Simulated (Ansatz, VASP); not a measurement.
**Ga2Sb2CO: VASP beside Ansatz**

```
CELL_PARAMETERS angstrom
4.33438 0.00000 0.00000
-2.16719 3.75368 0.00000
0.00000 0.00000 23.31974
ATOMIC_POSITIONS crystal
Sb 0.00000 0.00000 0.17153
Sb 0.33333 0.66667 0.33016
Ga 0.33333 0.66667 0.20947
Ga 0.66667 0.33333 0.36320
O 0.66667 0.33333 0.52186
C 0.66667 0.33333 0.57118
```

Alike in both runs: task single point; functional PBE; dispersion D3(BJ); k mesh 6 × 6 × 1; occupations gaussian, width 0.1 eV; no spin polarisation.

```csv
,VASP,Ansatz
version,VASP 6.6.1,Ansatz 0.2.0
potentials or method,"VASP PAW PBE potentials, release 64 (Sb, Ga_d, O, C), cutoff 520 eV","scalar-relativistic, plane waves, PAW"
valence electrons in the cell,46,66
```

|  | VASP | Ansatz | Ansatz less VASP |
| --- | --- | --- | --- |
| gap on the k mesh at the Fermi level (eV) | 0.06 | 0.05 | -0.005 |
| least direct gap on the mesh (eV) | 0.12 | 0.12 | +0.005 |
| rms of the force components (eV/Å) | 0.245 | 0.512 | +0.2673 |

One of these differences is far larger than is usual between the two programs; its cause wasn't traced. VASP's potentials hold 46 valence electrons a cell and Ansatz's 66, so a difference there can come from the potentials and not from the codes.

Neither program's run includes spin-orbit coupling. Noted on VASP's run: the standard files for N, O and F lose accuracy on very short bonds.
